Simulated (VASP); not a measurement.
# Nb (Im-3m) in VASP: notebook

The runs below take Nb through single point, with PBEsol.

All numbers are computed with VASP 6.6.1; they aren't measurements. Logs are shortened: lines on timing, memory, paths and dates and some standing lists are left out, and cuts for length are marked.

## Step 1: The cell of the first run

It takes space group Im-3m (No. 229, cubic). Conventional cell: a = 2.986 Å, b = 2.986 Å, c = 2.986 Å, α = 90.00°, β = 90.00°, γ = 90.00°. Nb (site symmetry m-3m) has 14 Nb at 2.59 to 2.99 Å within 3.4 Å.

## Step 2: Single point, PBEsol (volume scaled by 0.76)

INCAR

```
SYSTEM = Nb
ALGO = Normal
EDIFF = 1E-6
ENCUT = 520
GGA = PS
ISIF = 2
ISMEAR = -1
LASPH = .TRUE.
LCHARG = .TRUE.
LELF = .TRUE.
LREAL = .FALSE.
LVHAR = .TRUE.
LWAVE = .FALSE.
NBANDS = 12
NELM = 100
PREC = Accurate
SIGMA = 0.1
```

KPOINTS

```
k-points
0
G
  16 16 16
  0 0 0
```

POSCAR

```
Nb
1.0
   -1.4930579924      1.4930579924      1.4930579924
    1.4930579924     -1.4930579924      1.4930579924
    1.4930579924      1.4930579924     -1.4930579924
Nb
1
Direct
    0.0000000000      0.0000000000      0.0000000000
```

Potentials or basis: VASP PAW PBE potentials, release 64 (Nb_sv).

On the command line:

```sh
$ cat potpaw_PBE.64/Nb_sv/POTCAR > POTCAR
$ mpirun -np 1 vasp_std > vasp.out
```

OUTCAR:

```text
SYSTEM = Nb
   EDIFF = 1E-6
   ENCUT = 520
   GGA = PS
   ISIF = 2
   ISMEAR = -1
   LASPH = .TRUE.
   LREAL = .FALSE.
   NELM = 100
   PREC = Accurate

 ion  position               nearest neighbor table
   1  0.000  0.000  0.000-

  LATTYP: Found a body centered cubic cell.
 ALAT       =     2.9861159848

  Lattice vectors:

 A1 = (  -1.4930579924,   1.4930579924,   1.4930579924)
 A2 = (   1.4930579924,  -1.4930579924,   1.4930579924)
 A3 = (   1.4930579924,   1.4930579924,  -1.4930579924)

Analysis of symmetry for initial positions (statically):
=====================================================================
 Subroutine PRICEL returns:
 Original cell was already a primitive cell.

 Routine SETGRP: Setting up the symmetry group for a
 body centered cubic supercell.

 Subroutine GETGRP returns: Found 48 space group operations
 (whereof 48 operations were pure point group operations)
 out of a pool of 48 trial point group operations.

The static configuration has the point symmetry O_h .

Analysis of symmetry for dynamics (positions and initial velocities):
=====================================================================
 Subroutine PRICEL returns:
 Original cell was already a primitive cell.

 Routine SETGRP: Setting up the symmetry group for a
 body centered cubic supercell.

 Subroutine GETGRP returns: Found 48 space group operations
 (whereof 48 operations were pure point group operations)
 out of a pool of 48 trial point group operations.

The dynamic configuration has the point symmetry O_h .

 Subroutine INISYM returns: Found 48 space group operations
 (whereof 48 operations are pure point group operations),
 and found     1 'primitive' translations

----------------------------------------------------------------------------------------

                                     Primitive cell

  volume of cell :      13.3134

  direct lattice vectors                    reciprocal lattice vectors
    -1.493057992  1.493057992  1.493057992     0.000000000  0.334883174  0.334883174
     1.493057992 -1.493057992  1.493057992     0.334883174  0.000000000  0.334883174
     1.493057992  1.493057992 -1.493057992     0.334883174  0.334883174  0.000000000

  length of vectors
     2.586052301  2.586052301  2.586052301     0.473596327  0.473596327  0.473596327

  position of ions in fractional coordinates (direct lattice)
     0.000000000  0.000000000  0.000000000
[... 81 lines left out ...]
   NFREE  =      0    steps in history (QN), initial steepest desc. (CG)
   ISIF   =      2    stress and relaxation
   ISYM   =      2    0-nonsym 1-usesym 2-fastsym
   POTIM  = 0.5000    time-step for ionic-motion
   TEBEG  =    0.0;   TEEND  =   0.0 temperature during run
   PSTRESS=    0.0 pullay stress
   NELECT =      13.0000    total number of electrons
   NUPDOWN=      -1.0000    fix difference up-down
   EMIN   =  10.00;   EMAX   =-10.00  energy-range for DOS
   EFERMI =   0.00;   METHOD = LEGACY
   ISMEAR =    -1;   SIGMA  =   0.10  broadening in eV -4-tet -1-fermi 0-gaus
   EFERMI_NEDOS =   21; number of points for ismear=-14 and -15
   IALGO  =     38    algorithm
   IMIX   =      4    mixing-type and parameters
     AMIX     =   0.40;   BMIX     =  1.00
     AMIX_MAG =   1.60;   BMIX_MAG =  1.00
  volume/ion in A,a.u.               =      13.31        89.84
  Fermi-wavevector in a.u.,A,eV,Ry     =   1.624149  3.069197 35.890276  2.637861
  Thomas-Fermi vector in A             =   2.717483
   LORBIT       =      0    0 simple, 1 ext, 2 COOP (PROOUT), +10 PAW based schemes
   GGA     = PS    functional components
   LHFCALC =     F    Hartree Fock is set to
   AEXX    =    0.0000 exact exchange contribution
   IVDW    =     0    specifies the selected vdW correction
   LEPSILON=     F    determine dielectric tensor
   LRPA    =     F    only Hartree local field effects (RPA)
 non-spin polarized calculation
  energy-cutoff  :      520.00
  volume of cell :       13.31
 maximum number of plane-waves:       372
   NGX =  9   NGY =  9   NGZ =  9

 number of electron      13.0000002 magnetization

 Free energy of the ion-electron system (eV)
  ---------------------------------------------------
  ext. energy  EPLUGINS =         0.00000000
  ---------------------------------------------------
  free energy    TOTEN  =       -10.10785451 eV

  energy without entropy =      -10.07355489  energy(sigma->0) =      -10.09070470

 E-fermi :  15.9713     XC(G=0): -14.2781

 val. band max:       15.9660159357   @ k =   0.2500   0.2500   0.0000
 cond. band min:      15.9883718054   @ k =   0.2500   0.1875   0.0625
 fundamental gap:      0.0223558697
 Fermi energy:        15.9713422546

 k-point     1 :       0.0000    0.0000    0.0000
  band No.  band energies     occupation
      1     -38.4271      2.00000
      2     -12.6426      2.00000
      3     -12.6426      2.00000
      4     -12.6426      2.00000
      5       9.6889      2.00000
      6      15.9649      1.03211
      7      15.9649      1.03211
      8      15.9649      1.03211
      9      19.9945      0.00000
     10      19.9945      0.00000
     11      30.7131      0.00000
     12      30.7131      0.00000
[... 331 lines left out ...]
 k-point    24 :       0.2500    0.1875    0.0000
  band No.  band energies     occupation
      1     -37.7426      2.00000
      2     -15.2418      2.00000
      3     -13.7372      2.00000
      4     -12.9469      2.00000
      5      12.3845      2.00000
      6      13.7489      2.00000
      7      15.8499      1.54199
      8      19.2162      0.00000
      9      21.4522      0.00000
     10      24.3719      0.00000
     11      31.7078      0.00000
     12      34.2014      0.00000

 [... further k-points ...]

------------------------ aborting loop because EDIFF is reached ----------------------------------------

  FORCE on cell =-STRESS in cart. coord.  units (eV):
  Direction    XX          YY          ZZ          XY          YZ          ZX
  --------------------------------------------------------------------------------------
  -------------------------------------------------------------------------------------
  Total        6.7565324      6.7565324      6.7565324      0.0000000      0.0000000     -0.0000000
  in kB      813.1008633    813.1008633    813.1008633      0.0000000      0.0000000     -0.0000000
  external PRESSURE =     813.1008633 kB  Pullay stress =       0.0000000 kB

 VOLUME and BASIS-vectors are now :
 -----------------------------------------------------------------------------
  energy-cutoff  :      520.00
  volume of cell :       13.31
      direct lattice vectors                 reciprocal lattice vectors
    -1.493057992  1.493057992  1.493057992     0.000000000  0.334883174  0.334883174
     1.493057992 -1.493057992  1.493057992     0.334883174  0.000000000  0.334883174
     1.493057992  1.493057992 -1.493057992     0.334883174  0.334883174  0.000000000

 POSITION                                       TOTAL-FORCE (eV/Angst)
 -----------------------------------------------------------------------------------
      0.00000      0.00000      0.00000        -0.000000      0.000000      0.000000
 -----------------------------------------------------------------------------------
    total drift:                                0.000000     -0.000000      0.000000

  FREE ENERGIE OF THE ION-ELECTRON SYSTEM (eV)
  ---------------------------------------------------
  free  energy   TOTEN  =       -10.1078545117 eV

  energy  without entropy=      -10.0735548893  energy(sigma->0) =      -10.09070470
```

stdout:

```text
POSCAR found type information on POSCAR Nb
 POSCAR found :  1 types and       1 ions
 scaLAPACK will be used
 -----------------------------------------------------------------------------
|                                                                             |
|                                                                             |
|     You enforced a specific xc type in the INCAR file but a different       |
|     I HOPE YOU KNOW WHAT YOU ARE DOING!                                     |
|                                                                             |
 -----------------------------------------------------------------------------

 LDA part: xc-table for (Slater+PW92), standard interpolation
 POSCAR, INCAR and KPOINTS ok, starting setup
 FFT: planning ... GRIDC
 FFT: planning ... GRID_SOFT
 FFT: planning ... GRID
 WAVECAR not read
 entering main loop
```

Run time: 39 s. Hardware: 1 thread of Intel Xeon 6975P-C, shared host; peak memory 0.14 GiB.

Results:

| Item | Value |
| --- | --- |
| Free energy | -10.1079 eV |
| Pressure | 81.3 GPa |

Caveat: the PAW data sets were made with another functional, which shifts forces and pressure a little.

## Step 3: Single point, PBEsol (volume scaled by 0.84)

INCAR

```
SYSTEM = Nb
PREC = Accurate ; ENCUT = 520
EDIFF = 1E-6 ; ISMEAR = -1
SIGMA = 0.1 ; LREAL = .False.
LASPH = .True. ; NELM = 80
ALGO = Normal ; ISIF = 2
LWAVE = .False. ; LCHARG = .False.
GGA = PS ; NBANDS = 12
```

KPOINTS

```
regular mesh
0
Gamma
  16 16 16
  0 0 0
```

POSCAR

```
Nb
1.0
   -1.5437083072      1.5437083072      1.5437083072
    1.5437083072     -1.5437083072      1.5437083072
    1.5437083072      1.5437083072     -1.5437083072
Nb
1
Direct
    0.0000000000      0.0000000000      0.0000000000
```

Potentials or basis: VASP PAW PBE potentials, release 64 (Nb_sv).

On the command line:

```sh
$ cat potpaw_PBE.64/Nb_sv/POTCAR > POTCAR
$ mpirun -np 1 vasp_std > vasp.out
```

Run time: 39 s. Hardware: 1 thread of Intel Xeon 6975P-C, shared host; peak memory 0.14 GiB.

The run converged. Its results:

- Free energy: -10.6445 eV
- Pressure: 43.5 GPa

Levels at points of the mesh, in eV from the Fermi level:
```tsv
k point	band 4	band 5	band 6	band 7	band 8	band 9
(0.00, 0.00, 0.00)	-28.88	-6.22	0.22	0.22	0.22	3.85
(0.50, 0.00, 0.00)	-28.92	-4.70	-2.41	3.54	4.07	4.93
(0.50, 0.50, 0.50)	-30.54	-5.12	-5.12	7.12	7.12	7.12
```

Caveat: the PAW data sets were made with another functional, which shifts forces and pressure a little.

## Step 4: Single point, PBEsol (volume scaled by 0.84)

INCAR

```
PREC = Accurate
ENCUT = 520
EDIFF = 1E-6
ISMEAR = -1
SIGMA = 0.1
LREAL = F
LASPH = T
NELM = 100
ALGO = Normal
ISIF = 2
LWAVE = F
LCHARG = F
GGA = PS
NBANDS = 12
```

KPOINTS

```
Automatic mesh
0
Gamma
  16 16 16
```

POSCAR is that of step 3.

On the command line:

```sh
$ cat potpaw_PBE.64/Nb_sv/POTCAR > POTCAR
$ mpirun -np 1 vasp_std > vasp.out
```

Wall time 39 s (1 thread of Intel Xeon 6975P-C, shared host); peak memory 0.14 GiB.

It converged, with:

- Free energy: -10.6445 eV
- Pressure: 43.5 GPa

Levels at points of the mesh, in eV from the Fermi level:
```
           k point  band 3  band 4  band 5  band 6  band 7  band 8  band 9  band 10
(0.00, 0.00, 0.00)  -28.88  -28.88   -6.22    0.22    0.22    0.22    3.85     3.85
(0.50, 0.00, 0.00)  -29.64  -28.92   -4.70   -2.41    3.54    4.07    4.93     8.21
(0.50, 0.50, 0.50)  -30.54  -30.54   -5.12   -5.12    7.12    7.12    7.12    10.97
```

Caveat: the PAW data sets were made with another functional, which shifts forces and pressure a little.

## Step 5: Single point, PBEsol (volume scaled by 0.92)

INCAR

```
ALGO     = Normal         # electronic algorithm
EDIFF    = 1E-6           # SCF threshold, eV
ENCUT    = 520            # plane-wave cutoff, eV
GGA      = PS             # functional
ISIF     = 2              # what is computed and relaxed
ISMEAR   = -1             # smearing method
LASPH    = T              # aspherical terms in the spheres
LCHARG   = F              # write CHGCAR
LREAL    = F              # projectors in reciprocal space
LWAVE    = F              # write WAVECAR
NBANDS   = 12             # bands
NELM     = 80             # most SCF steps
PREC     = Accurate       # precision mode
SIGMA    = 0.1            # smearing width, eV
```

KPOINTS

```
k-points
0
Gamma
  16 16 16
```

POSCAR

```
Nb
1.0
   -1.5912365837      1.5912365837      1.5912365837
    1.5912365837     -1.5912365837      1.5912365837
    1.5912365837      1.5912365837     -1.5912365837
Nb
1
Direct
    0.0000000000      0.0000000000      0.0000000000
```

On the command line:

```sh
$ cat potpaw_PBE.64/Nb_sv/POTCAR > POTCAR
$ mpirun -np 1 vasp_std > vasp.out
```

Wall time 13 s (1 thread of AMD EPYC 9R45 (Zen 5), shared host); peak memory 0.11 GiB.

It converged, with:

| Property | Result |
| --- | --- |
| Free energy | -10.9060 eV |
| Pressure | 17.5 GPa |

Levels at points of the mesh, in eV from the Fermi level:
```tsv
k point	band 3	band 4	band 5	band 6	band 7	band 8	band 9	band 10
(0.00, 0.00, 0.00)	-29.20	-29.20	-6.15	0.31	0.31	0.31	3.60	3.60
(0.50, 0.00, 0.00)	-29.79	-29.22	-4.24	-2.04	2.90	3.72	4.50	7.37
(0.50, 0.50, 0.50)	-30.49	-30.49	-4.44	-4.44	6.43	6.43	6.43	10.05
```

Caveat: the PAW data sets were made with another functional, which shifts forces and pressure a little.

[end of part 1 of 2]
